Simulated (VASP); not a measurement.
Ge, 2 atoms in the cell. It takes space group Cmcm (No. 63, orthorhombic). Conventional cell: a = 2.976 Å, b = 5.189 Å, c = 4.728 Å, α = 90.00°, β = 90.00°, γ = 90.00°. Within 3.9 Å of Ge (site symmetry m2m) lie 12 Ge at 2.92 to 2.99 Å. 

```yaml
Program: VASP 6.6.1
Task: single point
Functional: PBE
Potentials_or_basis: VASP PAW PBE potentials, release 64 (Ge_d)
Cutoff: 500 eV
k_mesh: 10 × 10 × 6
Occupations: gaussian, width 0.05 eV
Spin: no spin polarisation
Dipole_correction: no
Further_INCAR_settings: ALGO = Normal; EDIFF = 1e-06; NBANDS = 21
```

Potentials or basis: VASP PAW PBE potentials, release 64 (Ge_d).

The run is started by

```sh
$ cat potpaw_PBE.64/Ge_d/POTCAR > POTCAR
$ mpirun -np 1 vasp_std > vasp.out
```

Hardware: 1 thread of AMD EPYC 7R13 Processor (Zen 3), on a shared host.

**Question.** Estimate the wall time of this run.

**Answer.** Wall time 47 s on 1 thread of AMD EPYC 7R13 Processor (Zen 3) (shared host), peak memory 0.17 GiB. Counts: scf iterations 11, k points 124.
